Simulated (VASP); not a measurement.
# TlGe (F-43m) in VASP: notebook

Runs on TlGe. Level: PBEsol. Tasks: single point, relaxation of cell and atoms.

Everything below comes from runs of VASP 6.6.1. Logs are shortened: lines on timing, memory, paths and dates and some standing lists are left out, and cuts for length are marked.

### Step 1. The cell of the first run

It takes space group F-43m (No. 216, cubic). Conventional cell: a = 6.244 Å, b = 6.244 Å, c = 6.244 Å, α = 90.00°, β = 90.00°, γ = 90.00°. Within 3.6 Å of Tl (site symmetry -43m) lie 4 Ge at 2.70 Å. Within 3.6 Å of Ge (site symmetry -43m) lie 4 Tl at 2.70 Å.

### Step 2. Single point, PBEsol

Contents of INCAR:

```
  PREC = Accurate
  ENCUT = 500
  EDIFF = 1E-6
  ISMEAR = 1
  SIGMA = 0.05
  LREAL = F
  LASPH = T
  NELM = 120
  ALGO = Normal
  ISIF = 2
  LWAVE = F
  LCHARG = T
  GGA = PS
  LELF = T
  LVHAR = T
  NBANDS = 20
  GGA_COMPAT = F
```

Contents of KPOINTS:

```
Automatic mesh
0
Gamma
  7 7 7
```

Contents of POSCAR:

```
TlGe
1.0
    0.0000000000      3.1220981946      3.1220981946
    3.1220981946      0.0000000000      3.1220981946
    3.1220981946      3.1220981946      0.0000000000
Tl Ge
1 1
Direct
    0.0000000000      0.0000000000      0.0000000000
    0.2500000000      0.2500000000      0.2500000000
```

Potentials or basis: VASP PAW PBE potentials, release 64 (Tl_d, Ge_d).

Started as:

```console
$ cat potpaw_PBE.64/Tl_d/POTCAR potpaw_PBE.64/Ge_d/POTCAR > POTCAR
$ mpirun -np 1 vasp_std > vasp.out
```

OUTCAR:

```text
PREC = Accurate
   ENCUT = 500
   EDIFF = 1E-6
   ISMEAR = 1
   LREAL = F
   LASPH = T
   NELM = 120
   ISIF = 2
   GGA = PS

 ion  position               nearest neighbor table
   1  0.000  0.000  0.000-   2 2.70   2 2.70   2 2.70   2 2.70
   2  0.250  0.250  0.250-   1 2.70   1 2.70   1 2.70   1 2.70

  LATTYP: Found a face centered cubic cell.
 ALAT       =     6.2441963892

  Lattice vectors:

 A1 = (   0.0000000000,   3.1220981946,   3.1220981946)
 A2 = (   3.1220981946,   0.0000000000,   3.1220981946)
 A3 = (   3.1220981946,   3.1220981946,   0.0000000000)

Analysis of symmetry for initial positions (statically):
=====================================================================
 Subroutine PRICEL returns:
 Original cell was already a primitive cell.

 Routine SETGRP: Setting up the symmetry group for a
 face centered cubic supercell.

 Subroutine GETGRP returns: Found 24 space group operations
 (whereof 24 operations were pure point group operations)
 out of a pool of 48 trial point group operations.

The static configuration has the point symmetry T_d .

Analysis of symmetry for dynamics (positions and initial velocities):
=====================================================================
 Subroutine PRICEL returns:
 Original cell was already a primitive cell.

 Routine SETGRP: Setting up the symmetry group for a
 face centered cubic supercell.

 Subroutine GETGRP returns: Found 24 space group operations
 (whereof 24 operations were pure point group operations)
 out of a pool of 48 trial point group operations.

The dynamic configuration has the point symmetry T_d .

 Subroutine INISYM returns: Found 24 space group operations
 (whereof 24 operations are pure point group operations),
 and found     1 'primitive' translations

----------------------------------------------------------------------------------------

                                     Primitive cell

  volume of cell :      60.8653

  direct lattice vectors                    reciprocal lattice vectors
     0.000000000  3.122098195  3.122098195    -0.160148711  0.160148711  0.160148711
     3.122098195  0.000000000  3.122098195     0.160148711 -0.160148711  0.160148711
     3.122098195  3.122098195  0.000000000     0.160148711  0.160148711 -0.160148711

  length of vectors
     4.415313610  4.415313610  4.415313610     0.277385703  0.277385703  0.277385703

  position of ions in fractional coordinates (direct lattice)
     0.000000000  0.000000000  0.000000000
     0.250000000  0.250000000  0.250000000

  ion indices of the primitive-cell ions
   primitive index   ion index
                 1           1
                 2           2

----------------------------------------------------------------------------------------

 KPOINTS: Automatic mesh

Automatic generation of k-mesh.
 Grid dimensions read from file:
 generate k-points for:    7    7    7

 Generating k-lattice:

  Cartesian coordinates                     Fractional coordinates (reciprocal lattice)
    -0.022878387  0.022878387  0.022878387     0.142857143  0.000000000  0.000000000
     0.022878387 -0.022878387  0.022878387     0.000000000  0.142857143  0.000000000
     0.022878387  0.022878387 -0.022878387     0.000000000  0.000000000  0.142857143

  Length of vectors
     0.039626529  0.039626529  0.039626529

  Shift w.r.t. Gamma in fractional coordinates (k-lattice)
     0.000000000  0.000000000  0.000000000

 Subroutine IBZKPT returns following result:
 ===========================================

 Found     20 irreducible k-points:

 Following reciprocal coordinates:
            Coordinates               Weight
  0.000000  0.000000  0.000000      1.000000
  0.142857  0.000000  0.000000      8.000000
  0.285714  0.000000  0.000000      8.000000
  0.428571  0.000000  0.000000      8.000000
  0.142857  0.142857  0.000000      6.000000
  0.285714  0.142857  0.000000     24.000000
[... 12 lines left out ...]
 -0.428571  0.428571  0.142857     24.000000
 -0.285714  0.428571  0.142857     24.000000
   k-points           NKPTS =     20   k-points in BZ     NKDIM =     20   number of bands    NBANDS=     20
   number of dos      NEDOS =    301   number of ions     NIONS =      2
   total plane-waves  NPLWV =  32768
   dimension x,y,z NGX =    32 NGY =   32 NGZ =   32
   dimension x,y,z NGXF=    64 NGYF=   64 NGZF=   64
   ions per type =               1   1
   NGX,Y,Z   is equivalent  to a cutoff of  12.05, 12.05, 12.05 a.u.
   NGXF,Y,Z  is equivalent  to a cutoff of  24.10, 24.10, 24.10 a.u.
 SYSTEM =  unknown system
   PREC   = accura    normal or accurate (medium, high low for compatibility)
   ISTART =      0    job   : 0-new  1-cont  2-samecut
   ICHARG =      2    charge: 1-file 2-atom 10-const
   ISPIN  =      1    spin polarized calculation?
   LNONCOLLINEAR =      F non collinear calculations
   LSORBIT =      F    spin-orbit coupling
   LASPH  =      T    aspherical Exc in radial PAW
   ENCUT  =  500.0 eV  36.75 Ry    6.06 a.u.   8.05  8.05  8.05*2*pi/ulx,y,z
   NELM   =    120;   NELMIN=  2; NELMDL= -5     # of ELM steps
   EDIFF  = 0.1E-05   stopping-criterion for ELM
   LREAL  =      F    real-space projection
   EDIFFG = 0.1E-04   stopping-criterion for IOM
   NSW    =      0    number of steps for IOM
   IBRION =     -1    ionic relax: 0-MD 1-quasi-New 2-CG
   NFREE  =      0    steps in history (QN), initial steepest desc. (CG)
   ISIF   =      2    stress and relaxation
   ISYM   =      2    0-nonsym 1-usesym 2-fastsym
   POTIM  = 0.5000    time-step for ionic-motion
   TEBEG  =    0.0;   TEEND  =   0.0 temperature during run
   PSTRESS=    0.0 pullay stress
   NELECT =      27.0000    total number of electrons
   NUPDOWN=      -1.0000    fix difference up-down
   EMIN   =  10.00;   EMAX   =-10.00  energy-range for DOS
   EFERMI =   0.00;   METHOD = LEGACY
   ISMEAR =     1;   SIGMA  =   0.05  broadening in eV -4-tet -1-fermi 0-gaus
   EFERMI_NEDOS =   21; number of points for ismear=-14 and -15
   IALGO  =     38    algorithm
   IMIX   =      4    mixing-type and parameters
     AMIX     =   0.40;   BMIX     =  1.00
     AMIX_MAG =   1.60;   BMIX_MAG =  1.00
  volume/ion in A,a.u.               =      30.43       205.37
  Fermi-wavevector in a.u.,A,eV,Ry     =   1.248551  2.359419 21.209836  1.558879
  Thomas-Fermi vector in A             =   2.382632
   LORBIT       =      0    0 simple, 1 ext, 2 COOP (PROOUT), +10 PAW based schemes
   GGA     = PS    functional components
   LHFCALC =     F    Hartree Fock is set to
   AEXX    =    0.0000 exact exchange contribution
   IVDW    =     0    specifies the selected vdW correction
   LEPSILON=     F    determine dielectric tensor
   LRPA    =     F    only Hartree local field effects (RPA)
 non-spin polarized calculation
 Methfessel and Paxton  Order N= 1 SIGMA  =   0.05
  energy-cutoff  :      500.00
  volume of cell :       60.87
 maximum number of plane-waves:      1564
   NGX = 17   NGY = 17   NGZ = 17

 number of electron      26.9999997 magnetization

 Free energy of the ion-electron system (eV)
  ---------------------------------------------------
  ext. energy  EPLUGINS =         0.00000000
  ---------------------------------------------------
  free energy    TOTEN  =        -6.59906356 eV

  energy without entropy =       -6.59714728  energy(sigma->0) =       -6.59842480

 E-fermi :   3.5051     XC(G=0):  -9.3096

 val. band max:        3.4993592542   @ k =   0.2857   0.1429   0.0000
 cond. band min:       3.5114286001   @ k =  -0.2857   0.2857   0.0000
 fundamental gap:      0.0120693459
 Fermi energy:         3.5051350054

 k-point     1 :       0.0000    0.0000    0.0000
  band No.  band energies     occupation
      1     -20.6514      2.00000
      2     -20.6514      2.00000
      3     -20.6514      2.00000
      4     -20.6374      2.00000
      5     -20.6374      2.00000
      6      -7.7030      2.00000
[... 12 lines left out ...]
     19       9.9607      0.00000
     20      13.8970      0.00000

 k-point     2 :       0.1429    0.0000    0.0000
  band No.  band energies     occupation
      1     -20.6516      2.00000
      2     -20.6513      2.00000
      3     -20.6513      2.00000
      4     -20.6373      2.00000
      5     -20.6373      2.00000
      6      -7.7687      2.00000
[... 12 lines left out ...]
     19      11.2563      0.00000
     20      12.7963      0.00000

 k-point     3 :       0.2857    0.0000    0.0000
  band No.  band energies     occupation
      1     -20.6520      2.00000
      2     -20.6511      2.00000
      3     -20.6511      2.00000
      4     -20.6371      2.00000
      5     -20.6371      2.00000
      6      -7.8692      2.00000
[... 12 lines left out ...]
     19      11.3713      0.00000
     20      12.7930      0.00000

 k-point     4 :       0.4286    0.0000    0.0000
  band No.  band energies     occupation
      1     -20.6523      2.00000
      2     -20.6509      2.00000
      3     -20.6509      2.00000
      4     -20.6368      2.00000
      5     -20.6368      2.00000
      6      -7.9299      2.00000
[... 12 lines left out ...]
     19      12.1077      0.00000
     20      14.0231      0.00000

 k-point     5 :       0.1429    0.1429    0.0000
  band No.  band energies     occupation
      1     -20.6518      2.00000
      2     -20.6512      2.00000
      3     -20.6512      2.00000
      4     -20.6375      2.00000
      5     -20.6371      2.00000
      6      -7.7952      2.00000
[... 12 lines left out ...]
     19      11.3903      0.00000
     20      11.7381      0.00000
[... 261 lines left out ...]
      6      -7.9195      2.00000
[... 12 lines left out ...]
     19      12.2314      0.00000
     20      14.3615      0.00000

 k-point    18 :      -0.4286    0.2857    0.1429
  band No.  band energies     occupation
      1     -20.6522      2.00000
      2     -20.6514      2.00000
      3     -20.6506      2.00000
      4     -20.6371      2.00000
      5     -20.6364      2.00000
      6      -7.9473      2.00000
[... 12 lines left out ...]
     19      12.3534      0.00000
     20      14.1999      0.00000

 k-point    19 :      -0.4286    0.4286    0.1429
  band No.  band energies     occupation
      1     -20.6530      2.00000
      2     -20.6509      2.00000
      3     -20.6503      2.00000
      4     -20.6374      2.00000
      5     -20.6359      2.00000
      6      -7.9728      2.00000
[... 12 lines left out ...]
     19      13.3872      0.00000
     20      15.0772      0.00000

 k-point    20 :      -0.2857    0.4286    0.1429
  band No.  band energies     occupation
      1     -20.6523      2.00000
      2     -20.6515      2.00000
      3     -20.6503      2.00000
      4     -20.6372      2.00000
      5     -20.6361      2.00000
      6      -7.9637      2.00000
[... 12 lines left out ...]
     19      13.2050      0.00000
     20      14.5194      0.00000

------------------------ aborting loop because EDIFF is reached ----------------------------------------

  FORCE on cell =-STRESS in cart. coord.  units (eV):
  Direction    XX          YY          ZZ          XY          YZ          ZX
  --------------------------------------------------------------------------------------
  -------------------------------------------------------------------------------------
  Total       -0.0377012     -0.0377012     -0.0377012     -0.0000000      0.0000000      0.0000000
  in kB       -0.9924213     -0.9924213     -0.9924213     -0.0000000      0.0000000      0.0000000
  external PRESSURE =      -0.9924213 kB  Pullay stress =       0.0000000 kB

 VOLUME and BASIS-vectors are now :
 -----------------------------------------------------------------------------
  energy-cutoff  :      500.00
  volume of cell :       60.87
      direct lattice vectors                 reciprocal lattice vectors
     0.000000000  3.122098195  3.122098195    -0.160148711  0.160148711  0.160148711
     3.122098195  0.000000000  3.122098195     0.160148711 -0.160148711  0.160148711
     3.122098195  3.122098195  0.000000000     0.160148711  0.160148711 -0.160148711

 POSITION                                       TOTAL-FORCE (eV/Angst)
 -----------------------------------------------------------------------------------
      0.00000      0.00000      0.00000         0.000000      0.000000      0.000000
      1.56105      1.56105      1.56105        -0.000000     -0.000000     -0.000000
 -----------------------------------------------------------------------------------
    total drift:                                0.000000      0.000000      0.000000

  FREE ENERGIE OF THE ION-ELECTRON SYSTEM (eV)
  ---------------------------------------------------
  free  energy   TOTEN  =        -6.5990635637 eV

  energy  without entropy=       -6.5971472797  energy(sigma->0) =       -6.59842480
```

It took 35 s on 1 thread of Intel Xeon 8259CL, shared host; peak memory 0.18 GiB.

What came out:

```
Free energy            : -6.5991 eV
Pressure               : -0.1 GPa
Band gap on the k mesh : zero (an odd number of electrons rules out a gap without spin polarisation)
```

Caveat: the PAW data sets were made with another functional, which shifts forces and pressure a little; spin-orbit coupling is left out, which moves the levels of the heavy elements; an odd number of electrons without spin polarisation forces a metal; a magnetic or distorted state may lie lower.

### Step 3. Relaxation of cell and atoms, PBEsol

This run uses another cell than the first one, of 32.01 Å³/atom.

Contents of INCAR:

```
SYSTEM = TlGe
ALGO = Normal ; EDIFF = 1E-7
EDIFFG = -0.01 ; ENCUT = 500
GGA = PS ; GGA_COMPAT = .FALSE.
IBRION = 2 ; ISIF = 3
ISMEAR = 1 ; LASPH = .TRUE.
LCHARG = .FALSE. ; LREAL = .FALSE.
LWAVE = .FALSE. ; NELM = 120
NELMIN = 4 ; NSW = 80
PREC = Accurate ; SIGMA = 0.05
```

Contents of KPOINTS:

```
k-points
0
G
  7 7 7
  0 0 0
```

Contents of POSCAR:

```
TlGe
1.0
    0.0000000000      3.1750000000      3.1750000000
    3.1750000000      0.0000000000      3.1750000000
    3.1750000000      3.1750000000      0.0000000000
Tl Ge
1 1
Direct
    0.0000000000      0.0000000000      0.0000000000
    0.2500000000      0.2500000000      0.2500000000
```

Potentials or basis: VASP PAW PBE potentials, release 64 (Tl_d, Ge_d).

Started as:

```console
$ cat potpaw_PBE.64/Tl_d/POTCAR potpaw_PBE.64/Ge_d/POTCAR > POTCAR
$ mpirun -np 1 vasp_std > vasp.out
```

Wall time 75 s (1 thread of Intel Xeon 8259CL, shared host); peak memory 0.22 GiB.

The run converged. Its results:

```
Free energy                           : -6.6004 eV
Relaxed volume                        : 30.37 Å³/atom
Relaxed cell                          : a = 4.413 Å, b = 4.413 Å, c = 4.413 Å, α = 60.00°, β = 60.00°, γ = 60.00°
Space group after relaxing (to 0.1 Å) : F-43m (No. 216)
Energy gained by relaxing             : 9.6 meV/atom
Ionic steps                           : 2
Pressure after relaxing               : 0.0 GPa
Band gap on the k mesh                : zero (an odd number of electrons rules out a gap without spin polarisation)
```

Step by step:
| step | energy change (eV) | largest force (eV/Å) | pressure (GPa) | volume (Å³) |
| --- | --- | --- | --- | --- |
| 1 | 0.0000 | 0.0000 | -1.79 | 64.01 |
| 2 | -0.0191 | 0.0000 | -0.02 | 60.75 |

Final structure:
```
Tl Ge
1.0
     0.00000    3.12011    3.12011
     3.12011    0.00000    3.12011
     3.12011    3.12011    0.00000
Tl Ge
1 1
Direct
  0.00000 0.00000 0.00000
  0.25000 0.25000 0.25000
```

Levels at points of the mesh, in eV from the Fermi level:
| k point | band 9 | band 10 | band 11 | band 12 | band 13 | band 14 | band 15 | band 16 | band 17 |
| --- | --- | --- | --- | --- | --- | --- | --- | --- | --- |
| (0.00, 0.00, 0.00) | -11.01 | -11.01 | -10.35 | -0.11 | 1.71 | 1.71 | 1.71 | 4.32 | 4.32 |

Caveat: the PAW data sets were made with another functional, which shifts forces and pressure a little; spin-orbit coupling is left out, which moves the levels of the heavy elements; an odd number of electrons without spin polarisation forces a metal; a magnetic or distorted state may lie lower.
